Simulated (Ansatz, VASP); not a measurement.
# One calculation of Sn, two programs

The input INCAR:

```
PREC = Accurate
ENCUT = 600
EDIFF = 1E-6
ISMEAR = 0
SIGMA = 0.1
LREAL = F
LASPH = T
NELM = 60
ALGO = Fast
ISIF = 3
LWAVE = F
LCHARG = F
GGA = PS
IBRION = 2
NSW = 80
EDIFFG = -0.01
```

The input KPOINTS:

```
regular mesh
0
Gamma
  12 12 8
```

Contents of POSCAR:

```
Sn
1.0
    3.3520464067      0.0000000000      0.0000000000
   -1.6760232033      2.9029573428      0.0000000000
    0.0000000000      0.0000000000      5.3506605780
Sn
2
Direct
    0.3333333333      0.6666666667      0.2500000000
    0.6666666667      0.3333333333      0.7500000000
```

Input for Ansatz:

```yaml
crystal:
  lattice:
    - [3.3520464067, 0.0, 0.0]
    - [-1.6760232033, 2.9029573428, 0.0]
    - [0.0, 0.0, 5.350660578]
  atoms:
    - { symbol: Sn, position: [0.3333333333, 0.6666666667, 0.25] }
    - { symbol: Sn, position: [0.6666666667, 0.3333333333, 0.75] }
basis:
  ecutwfc: 420
kpoints:
  mp_grid: { grid: [12, 12, 8] }
hamiltonian:
  xc: pbesol
scf:
  occupations: { method: gaussian, width: 0.1 }
output:
  forces: true
  stress: true
  eigenvalues: true
relax:
  adjacent_minimum: "off"
  f_tol: 0.01
  max_steps: 60
  cell: { stress_tol: 0.1 }
```

Alike in both runs: task relaxation of cell and atoms; functional PBEsol; k mesh 12 × 12 × 8; occupations gaussian, width 0.1 eV; no spin polarisation.

```csv
,VASP,Ansatz
version,VASP 6.6.1,Ansatz 0.2.0
potentials or method,"VASP PAW PBE potentials, release 64 (Sn_d), cutoff 600 eV","scalar-relativistic, plane waves, PAW"
valence electrons in the cell,28,28
```

|  | VASP | Ansatz | Ansatz less VASP |
| --- | --- | --- | --- |
| gap on the k mesh at the Fermi level, each at its own relaxed structure (eV) | none | none | - |
| relaxed volume (Å³/atom) | 26.25 | 26.26 | +0.002 |
| relaxed length of the cell vector where the two differ most in proportion (Å) | 5.473 | 5.471 | -0.0019 |

VASP's potentials were made for PBE, not for PBEsol. A gap of «none» marks a metal or a gap that the smearing closes.
